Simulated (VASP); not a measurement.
# Te2Mo in VASP: notebook

Te2Mo is run at these levels: PBEsol; tasks: single point.

All numbers are computed with VASP 6.6.1; they aren't measurements. Logs are shortened: lines on timing, memory, paths and dates and some standing lists are left out, and cuts for length are marked.

## 1. The cell of the first run

The cell holds a slab with vacuum, 3 atoms: a = 3.488 Å, b = 3.489 Å, c = 17.509 Å, α = 90.08°, β = 90.38°, γ = 120.02°.

## 2. Single point, PBEsol

INCAR

```
PREC = Accurate ; ENCUT = 520
EDIFF = 1E-6 ; ISMEAR = 1
SIGMA = 0.1 ; LREAL = F
LASPH = T ; NELM = 80
ALGO = Normal ; ISIF = 2
LWAVE = F ; LCHARG = F
GGA = PS ; NBANDS = 20
```

KPOINTS

```
regular mesh
0
Gamma
  6 6 2
```

POSCAR

```
Te2Mo
1.0
    3.4883933217     -0.0006821120     -0.0117043476
   -1.7447874574      3.0213650605     -0.0023483743
   -0.0581703538     -0.0470045954     17.5083485212
Te Mo
2 1
Direct
    0.3281330709      0.6528061537      0.8970732953
    0.3363738167      0.6580237085      0.1034732012
   -0.0008854320     -0.0113632861      0.0002745181
```

Potentials or basis: VASP PAW PBE potentials, release 64 (Te, Mo_sv).

Run with:

```sh
> cat potpaw_PBE.64/Te/POTCAR potpaw_PBE.64/Mo_sv/POTCAR > POTCAR
> mpirun -np 1 vasp_std > vasp.out
```

OUTCAR:

```text
PREC = Accurate
   ENCUT = 520
   EDIFF = 1E-6
   ISMEAR = 1
   LREAL = F
   LASPH = T
   NELM = 80
   ISIF = 2
   GGA = PS

 ion  position               nearest neighbor table
   1  0.328  0.653  0.897-   3 2.70   3 2.71   3 2.71   2 3.61
   2  0.336  0.658  0.103-   3 2.70   3 2.70   3 2.71   1 3.61
   3  0.999  0.989  0.000-   1 2.70   2 2.70   2 2.70   1 2.71   1 2.71   2 2.71

  LATTYP: Found a triclinic cell.
 ALAT       =     3.4878194283
 B/A-ratio  =     1.0001701910
 C/A-ratio  =     5.0199010042
 COS(alpha) =     0.0066770375
 COS(beta)  =     0.0080150652
 COS(gamma) =     0.4997542300

  Lattice vectors:

 A1 = (   1.7436058643,   3.0206829485,  -0.0140527219)
 A2 = (   3.4883933217,  -0.0006821120,  -0.0117043476)
 A3 = (   0.0581703538,   0.0470045954, -17.5083485212)

Analysis of symmetry for initial positions (statically):
=====================================================================
 Subroutine PRICEL returns:
 Original cell was already a primitive cell.

 Routine SETGRP: Setting up the symmetry group for a
 triclinic supercell.

 Subroutine GETGRP returns: Found  1 space group operations
 (whereof  1 operations were pure point group operations)
 out of a pool of  2 trial point group operations.

The static configuration has the point symmetry C_1 .

Analysis of symmetry for dynamics (positions and initial velocities):
=====================================================================
 Subroutine PRICEL returns:
 Original cell was already a primitive cell.

 Routine SETGRP: Setting up the symmetry group for a
 triclinic supercell.

 Subroutine GETGRP returns: Found  1 space group operations
 (whereof  1 operations were pure point group operations)
 out of a pool of  2 trial point group operations.

The dynamic configuration has the point symmetry C_1 .

 Subroutine INISYM returns: Found  1 space group operations
 (whereof  1 operations are pure point group operations),
 and found     1 'primitive' translations

----------------------------------------------------------------------------------------

                                     Primitive cell

  volume of cell :     184.5087

  direct lattice vectors                    reciprocal lattice vectors
     3.488393322 -0.000682112 -0.011704348     0.286701984  0.165566655  0.001397045
    -1.744787457  3.021365060 -0.002348374     0.000067709  0.331016016  0.000888902
    -0.058170354 -0.047004595 17.508348521     0.000191670  0.000155080  0.057116663

  length of vectors
     3.488413024  3.488973433 17.508508251     0.331077478  0.331017216  0.057117195

  position of ions in fractional coordinates (direct lattice)
     0.328133071  0.652806154  0.897073295
     0.336373817  0.658023708  0.103473201
     0.999114568  0.988636714  0.000274518

  ion indices of the primitive-cell ions
   primitive index   ion index
                 1           1
                 2           2
                 3           3

----------------------------------------------------------------------------------------

 KPOINTS: regular mesh

Automatic generation of k-mesh.
 Grid dimensions read from file:
 generate k-points for:    6    6    2

 Generating k-lattice:

  Cartesian coordinates                     Fractional coordinates (reciprocal lattice)
     0.047783664  0.027594442  0.000232841     0.166666667 -0.000000000  0.000000000
     0.000011285  0.055169336  0.000148150     0.000000000  0.166666667  0.000000000
     0.000095835  0.000077540  0.028558331     0.000000000 -0.000000000  0.500000000

  Length of vectors
     0.055179580  0.055169536  0.028558597

  Shift w.r.t. Gamma in fractional coordinates (k-lattice)
     0.000000000  0.000000000  0.000000000

 Subroutine IBZKPT returns following result:
 ===========================================

 Found     40 irreducible k-points:

 Following reciprocal coordinates:
            Coordinates               Weight
  0.000000  0.000000  0.000000      1.000000
  0.166667  0.000000  0.000000      2.000000
  0.333333  0.000000  0.000000      2.000000
  0.500000  0.000000  0.000000      1.000000
 -0.000000  0.166667  0.000000      2.000000
  0.166667  0.166667  0.000000      2.000000
[... 16 lines left out ...]
  0.333333 -0.000000  0.500000      2.000000
  0.500000  0.000000  0.500000      1.000000
 [... further k-points ...]
   k-points           NKPTS =     40   k-points in BZ     NKDIM =     40   number of bands    NBANDS=     20
   number of dos      NEDOS =    301   number of ions     NIONS =      3
   total plane-waves  NPLWV = 109760
   dimension x,y,z NGX =    28 NGY =   28 NGZ =  140
   dimension x,y,z NGXF=    56 NGYF=   56 NGZF=  280
   ions per type =               2   1
   NGX,Y,Z   is equivalent  to a cutoff of  13.34, 13.34, 13.29 a.u.
   NGXF,Y,Z  is equivalent  to a cutoff of  26.69, 26.68, 26.59 a.u.
 SYSTEM =  unknown system
   PREC   = accura    normal or accurate (medium, high low for compatibility)
   ISTART =      0    job   : 0-new  1-cont  2-samecut
   ICHARG =      2    charge: 1-file 2-atom 10-const
   ISPIN  =      1    spin polarized calculation?
   LNONCOLLINEAR =      F non collinear calculations
   LSORBIT =      F    spin-orbit coupling
   LASPH  =      T    aspherical Exc in radial PAW
   ENCUT  =  520.0 eV  38.22 Ry    6.18 a.u.   6.49  6.49 32.55*2*pi/ulx,y,z
   NELM   =     80;   NELMIN=  2; NELMDL= -5     # of ELM steps
   EDIFF  = 0.1E-05   stopping-criterion for ELM
   LREAL  =      F    real-space projection
   EDIFFG = 0.1E-04   stopping-criterion for IOM
   NSW    =      0    number of steps for IOM
   IBRION =     -1    ionic relax: 0-MD 1-quasi-New 2-CG
   NFREE  =      0    steps in history (QN), initial steepest desc. (CG)
   ISIF   =      2    stress and relaxation
   ISYM   =      2    0-nonsym 1-usesym 2-fastsym
   POTIM  = 0.5000    time-step for ionic-motion
   TEBEG  =    0.0;   TEEND  =   0.0 temperature during run
   PSTRESS=    0.0 pullay stress
   NELECT =      26.0000    total number of electrons
   NUPDOWN=      -1.0000    fix difference up-down
   EMIN   =  10.00;   EMAX   =-10.00  energy-range for DOS
   EFERMI =   0.00;   METHOD = LEGACY
   ISMEAR =     1;   SIGMA  =   0.10  broadening in eV -4-tet -1-fermi 0-gaus
   EFERMI_NEDOS =   21; number of points for ismear=-14 and -15
   IALGO  =     38    algorithm
   IMIX   =      4    mixing-type and parameters
     AMIX     =   0.40;   BMIX     =  1.00
     AMIX_MAG =   1.60;   BMIX_MAG =  1.00
  volume/ion in A,a.u.               =      61.50       415.04
  Fermi-wavevector in a.u.,A,eV,Ry     =   0.851910  1.609876  9.874436  0.725751
  Thomas-Fermi vector in A             =   1.968116
   LORBIT       =      0    0 simple, 1 ext, 2 COOP (PROOUT), +10 PAW based schemes
   GGA     = PS    functional components
   LHFCALC =     F    Hartree Fock is set to
   AEXX    =    0.0000 exact exchange contribution
   IVDW    =     0    specifies the selected vdW correction
   LEPSILON=     F    determine dielectric tensor
   LRPA    =     F    only Hartree local field effects (RPA)
 non-spin polarized calculation
 Methfessel and Paxton  Order N= 1 SIGMA  =   0.10
  energy-cutoff  :      520.00
  volume of cell :      184.51
 maximum number of plane-waves:      5036
 NGX is ok and might be reduce to    28
   NGX = 13   NGY = 13   NGZ = 65

 number of electron      26.0000001 magnetization

 Free energy of the ion-electron system (eV)
  ---------------------------------------------------
  ext. energy  EPLUGINS =         0.00000000
  ---------------------------------------------------
  free energy    TOTEN  =       -19.61251223 eV

  energy without entropy =      -19.61285201  energy(sigma->0) =      -19.61262549

 E-fermi :   0.3472     XC(G=0):  -4.8516

 val. band max:        0.2633788101   @ k =   0.3333   0.3333   0.0000
 cond. band min:       1.4729762904   @ k =   0.3333   0.3333   0.0000
 fundamental gap:      1.2095974803
 Fermi energy:         0.3472129446

 k-point     1 :       0.0000    0.0000    0.0000
  band No.  band energies     occupation
      1     -60.2673      2.00000
      2     -34.4866      2.00000
      3     -34.3246      2.00000
      4     -34.3238      2.00000
      5     -12.5260      2.00000
      6     -11.5604      2.00000
[... 12 lines left out ...]
     19       4.9871      0.00000
     20       5.8586      0.00000

 k-point     2 :       0.1667    0.0000    0.0000
  band No.  band energies     occupation
      1     -60.2645      2.00000
      2     -34.4785      2.00000
      3     -34.3604      2.00000
      4     -34.3329      2.00000
      5     -12.1292      2.00000
      6     -11.2839      2.00000
[... 12 lines left out ...]
     19       5.4560      0.00000
     20       6.3318      0.00000

 k-point     3 :       0.3333    0.0000    0.0000
  band No.  band energies     occupation
      1     -60.2589      2.00000
      2     -34.4623      2.00000
      3     -34.4325      2.00000
      4     -34.3498      2.00000
      5     -11.1156      2.00000
      6     -10.5902      2.00000
[... 12 lines left out ...]
     19       6.1772      0.00000
     20       6.3950      0.00000

 k-point     4 :       0.5000    0.0000    0.0000
  band No.  band energies     occupation
      1     -60.2561      2.00000
      2     -34.4683      2.00000
      3     -34.4542      2.00000
      4     -34.3583      2.00000
      5     -10.3800      2.00000
      6     -10.1182      2.00000
[... 12 lines left out ...]
     19       6.2209      0.00000
     20       6.9228      0.00000

 k-point     5 :      -0.0000    0.1667    0.0000
  band No.  band energies     occupation
      1     -60.2645      2.00000
      2     -34.4785      2.00000
      3     -34.3606      2.00000
      4     -34.3327      2.00000
      5     -12.1293      2.00000
      6     -11.2841      2.00000
[... 12 lines left out ...]
     19       5.4559      0.00000
     20       6.3317      0.00000

 k-point     6 :       0.1667    0.1667    0.0000
  band No.  band energies     occupation
      1     -60.2603      2.00000
      2     -34.4664      2.00000
      3     -34.4078      2.00000
      4     -34.3524      2.00000
      5     -11.4149      2.00000
      6     -10.7896      2.00000
[... 12 lines left out ...]
     19       6.3237      0.00000
     20       7.1518      0.00000

 k-point     7 :       0.3333    0.1667    0.0000
  band No.  band energies     occupation
      1     -60.2561      2.00000
      2     -34.4542      2.00000
      3     -34.4502      2.00000
      4     -34.3766      2.00000
      5     -10.4346      2.00000
      6     -10.1331      2.00000
[... 12 lines left out ...]
     19       7.1513      0.00000
     20       7.1807      0.00000
[... 277 lines left out ...]
 k-point    20 :       0.5000    0.5000    0.0000
  band No.  band energies     occupation
      1     -60.2561      2.00000
      2     -34.4688      2.00000
      3     -34.4542      2.00000
      4     -34.3575      2.00000
      5     -10.3815      2.00000
      6     -10.1214      2.00000
[... 12 lines left out ...]
     19       6.2253      0.00000
     20       6.9257      0.00000

 k-point    21 :      -0.0000    0.0000    0.5000
  band No.  band energies     occupation
      1     -60.2673      2.00000
      2     -34.4866      2.00000
      3     -34.3246      2.00000
      4     -34.3238      2.00000
      5     -12.5260      2.00000
      6     -11.5604      2.00000
[... 12 lines left out ...]
     19       4.7327      0.00000
     20       6.2522      0.00000

 k-point    22 :       0.1667    0.0000    0.5000
  band No.  band energies     occupation
      1     -60.2645      2.00000
      2     -34.4785      2.00000
      3     -34.3604      2.00000
      4     -34.3329      2.00000
      5     -12.1292      2.00000
      6     -11.2839      2.00000
[... 12 lines left out ...]
     19       5.2017      0.00000
     20       6.6981      0.00000

 k-point    23 :       0.3333   -0.0000    0.5000
  band No.  band energies     occupation
      1     -60.2589      2.00000
      2     -34.4623      2.00000
      3     -34.4325      2.00000
      4     -34.3498      2.00000
      5     -11.1156      2.00000
      6     -10.5902      2.00000
[... 12 lines left out ...]
     19       6.2117      0.00000
     20       6.3217      0.00000

 k-point    24 :       0.5000    0.0000    0.5000
  band No.  band energies     occupation
      1     -60.2561      2.00000
      2     -34.4683      2.00000
      3     -34.4542      2.00000
      4     -34.3583      2.00000
      5     -10.3800      2.00000
      6     -10.1182      2.00000
[... 12 lines left out ...]
     19       6.2207      0.00000
     20       6.9251      0.00000

 [... further k-points ...]
[... 5 lines left out ...]
  --------------------------------------------------------------------------------------
  -------------------------------------------------------------------------------------
  Total        0.0507979      0.0463187     -0.0151680      0.0045199      0.0439191      0.0525813
  in kB        0.4411028      0.4022071     -0.1317108      0.0392489      0.3813706      0.4565885
  external PRESSURE =       0.2371997 kB  Pullay stress =       0.0000000 kB

 VOLUME and BASIS-vectors are now :
 -----------------------------------------------------------------------------
  energy-cutoff  :      520.00
  volume of cell :      184.51
      direct lattice vectors                 reciprocal lattice vectors
     3.488393322 -0.000682112 -0.011704348     0.286701984  0.165566655  0.001397045
    -1.744787457  3.021365060 -0.002348374     0.000067709  0.331016016  0.000888902
    -0.058170354 -0.047004595 17.508348521     0.000191670  0.000155080  0.057116663

 POSITION                                       TOTAL-FORCE (eV/Angst)
 -----------------------------------------------------------------------------------
     -0.04653      1.92998     15.70090        -0.009694     -0.014613      0.001375
      0.01927      1.98304      1.80616         0.019615      0.009831     -0.000879
      1.76033      2.98634     -0.00921        -0.009921      0.004782     -0.000496
 -----------------------------------------------------------------------------------
    total drift:                                0.000413      0.000140     -0.000288

  FREE ENERGIE OF THE ION-ELECTRON SYSTEM (eV)
  ---------------------------------------------------
  free  energy   TOTEN  =       -19.6125122342 eV

  energy  without entropy=      -19.6128520109  energy(sigma->0) =      -19.61262549
```

Wall time 3.9 min (1 thread of Intel Xeon 6975P-C, shared host); peak memory 0.39 GiB.

What came out:

- Free energy: -19.6125 eV
- Largest force: 0.022 eV/Å
- Band gap on the k mesh: 1.21 eV, direct

Forces on the atoms (eV/Å):
```
Te  -0.010 -0.015  0.001
Te   0.020  0.010 -0.001
Mo  -0.010  0.005  0.000
```

Levels at points of the mesh, in eV from the valence-band top:
| k point | band 10 | band 11 | band 12 | band 13 | band 14 | band 15 | band 16 | band 17 |
| --- | --- | --- | --- | --- | --- | --- | --- | --- |
| (0.00, 0.00, 0.00) | -1.62 | -0.83 | -0.82 | -0.58 | 3.29 | 3.29 | 3.58 | 3.59 |
| (0.50, 0.00, 0.00) | -2.30 | -1.70 | -0.78 | -0.19 | 1.54 | 1.84 | 3.37 | 3.83 |
| (0.00, 0.50, 0.00) | -2.30 | -1.70 | -0.78 | -0.18 | 1.54 | 1.84 | 3.37 | 3.83 |
| (0.50, 0.50, 0.00) | -2.30 | -1.70 | -0.79 | -0.18 | 1.54 | 1.84 | 3.37 | 3.83 |
| (0.00, 0.00, 0.50) | -1.62 | -0.83 | -0.82 | -0.58 | 3.29 | 3.29 | 3.58 | 3.59 |
| (0.50, 0.00, 0.50) | -2.30 | -1.70 | -0.78 | -0.19 | 1.54 | 1.84 | 3.37 | 3.83 |
| (0.00, 0.50, 0.50) | -2.30 | -1.70 | -0.78 | -0.18 | 1.54 | 1.84 | 3.37 | 3.83 |
| (0.50, 0.50, 0.50) | -2.30 | -1.70 | -0.79 | -0.18 | 1.54 | 1.84 | 3.37 | 3.83 |

Caveat: the PAW data sets were made with another functional, which shifts forces and pressure a little; spin-orbit coupling is left out, which moves the levels of the heavy elements.

## 3. Single point, PBEsol

INCAR

```
SYSTEM = Te2Mo
  PREC = Accurate
  ENCUT = 520
  EDIFF = 1E-7
  ISMEAR = 1
  SIGMA = 0.1
  LREAL = .FALSE.
  LASPH = .TRUE.
  NELM = 100
  ALGO = Normal
  ISIF = 2
  LWAVE = .FALSE.
  LCHARG = .FALSE.
  GGA = PS
  NBANDS = 20
```

KPOINTS

```
Automatic mesh
0
G
  6 6 2
  0 0 0
```

POSCAR

```
Te2Mo
1.0
    3.4883944647     -0.0006798081     -0.0116766299
   -1.7447860355      3.0213628952     -0.0023421754
   -0.0580355127     -0.0468919784     17.5080425709
Te Mo
2 1
Direct
    0.3281263920      0.6527999274      0.8970757881
    0.3363830980      0.6580278655      0.1034707414
   -0.0008880343     -0.0113612167      0.0002744863
```

Potentials or basis: VASP PAW PBE potentials, release 64 (Te, Mo_sv).

Run with:

```sh
> cat potpaw_PBE.64/Te/POTCAR potpaw_PBE.64/Mo_sv/POTCAR > POTCAR
> mpirun -np 1 vasp_std > vasp.out
```

Wall time 5.2 min (1 thread of Intel Xeon 6975P-C, shared host); peak memory 0.39 GiB.

It converged, with:

| Property | Result |
| --- | --- |
| Free energy | -19.6125 eV |
| Largest force | 0.021 eV/Å |
| Band gap on the k mesh | 1.21 eV, direct |

Forces in eV/Å, atoms in the order of the input:
```
Te  -0.010 -0.014  0.000
Te   0.019  0.010  0.000
Mo  -0.010  0.005  0.000
```

Levels at points of the mesh, in eV from the valence-band top:
```
           k point  band 11  band 12  band 13  band 14  band 15  band 16
(0.00, 0.00, 0.00)    -0.83    -0.82    -0.58     3.29     3.29     3.58
(0.50, 0.00, 0.00)    -1.70    -0.78    -0.19     1.54     1.84     3.37
(0.00, 0.50, 0.00)    -1.70    -0.78    -0.18     1.54     1.84     3.37
(0.50, 0.50, 0.00)    -1.70    -0.79    -0.18     1.54     1.84     3.37
(0.00, 0.00, 0.50)    -0.83    -0.82    -0.58     3.29     3.29     3.58
(0.50, 0.00, 0.50)    -1.70    -0.78    -0.19     1.54     1.84     3.37
(0.00, 0.50, 0.50)    -1.70    -0.78    -0.18     1.54     1.84     3.37
(0.50, 0.50, 0.50)    -1.70    -0.79    -0.18     1.54     1.84     3.37
```

Caveat: the PAW data sets were made with another functional, which shifts forces and pressure a little; spin-orbit coupling is left out, which moves the levels of the heavy elements.

(Part 1 of 2 ends here.)
